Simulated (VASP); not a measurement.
Wanted: the native input for a VASP 6.6.1 run.

| Property | Result |
| --- | --- |
| Task | electric field gradients |
| Functional | LDA |
| Potentials or basis | VASP PAW LDA potentials, release 64 (Sr_sv, Mg) |
| Cutoff | 520 eV |
| k mesh | 9 × 9 × 9 |
| Occupations | fermi-dirac, width 0.05 eV |
| Spin | no spin polarisation |
| Dipole correction | no |
| Further INCAR settings | ALGO = Normal; EDIFF = 1e-08; NBANDS = 13 |

The structure of SrMg lies in POSCAR:

```
SrMg
1.0
    3.9764900074      0.0000000000      0.0000000000
    0.0000000000      3.9764900074      0.0000000000
    0.0000000000      0.0000000000      3.9764900074
Sr Mg
1 1
Direct
    0.5000000000      0.5000000000      0.5000000000
    0.0000000000      0.0000000000      0.0000000000
```

This cell differs from its parent crystal: volume scaled by 1.06.

These files were run (other wordings do the same):

INCAR

```
PREC = Accurate
ENCUT = 520
EDIFF = 1E-8
ISMEAR = -1
SIGMA = 0.05
LREAL = False
LASPH = True
NELM = 100
ALGO = Normal
ISIF = 2
LWAVE = False
LCHARG = False
LEFG = True
NBANDS = 13
```

KPOINTS

```
Automatic mesh
0
Gamma
  9 9 9
```

Potentials or basis: VASP PAW LDA potentials, release 64 (Sr_sv, Mg).

The run is started by

```bash
$ cat potpaw_LDA.64/Sr_sv/POTCAR potpaw_LDA.64/Mg/POTCAR > POTCAR
$ mpirun -np 1 vasp_std > vasp.out
```

Results of the run:

| Property | Result |
| --- | --- |
| Pressure | 1.4 GPa |
| Band gap on the k mesh | zero (band 6 reaches 3.02 eV, above the bottom of band 7 at 1.68 eV) |

Caveat: without QUAD_EFG the Cq values of the log hold for a quadrupole moment of 1 mb, not for the nuclei.

Run time: 23 s on 1 thread of AMD EPYC 7R13 Processor (Zen 3) (shared host), peak memory 0.13 GiB.
